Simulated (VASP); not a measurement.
# Au: single point with PBE

The system is Au.

```xyz
1
Lattice="0.0000 2.0350 2.0350 2.0350 0.0000 2.0350 2.0350 2.0350 0.0000" Properties=species:S:1:pos:R:3 pbc="T T T"
Au    0.0000    0.0000    0.0000
```

```
Program             : VASP 6.6.1
Task                : single point
Functional          : PBE
Potentials or basis : VASP PAW PBE potentials, release 64 (Au)
Cutoff              : 520 eV
k mesh              : 11 × 11 × 11
Occupations         : gaussian, width 0.022 eV
Spin                : no spin polarisation
```

The pressure is 10.5 GPa.

Levels at points of the mesh, in eV from the Fermi level:
```tsv
k point	band 3	band 4	band 5	band 6	band 7	band 8	band 9	band 10
(0.00, 0.00, 0.00)	-4.85	-4.85	-3.31	-3.31	14.41	18.47	18.47	18.47
```

Wall time 13 s on 1 thread of Intel(R) Xeon(R) Platinum 8375C CPU @ 2.90GHz (Ice Lake), with other jobs on the host, peak memory 0.14 GiB.

Caveat: spin-orbit coupling is left out, which moves the levels of the heavy elements.
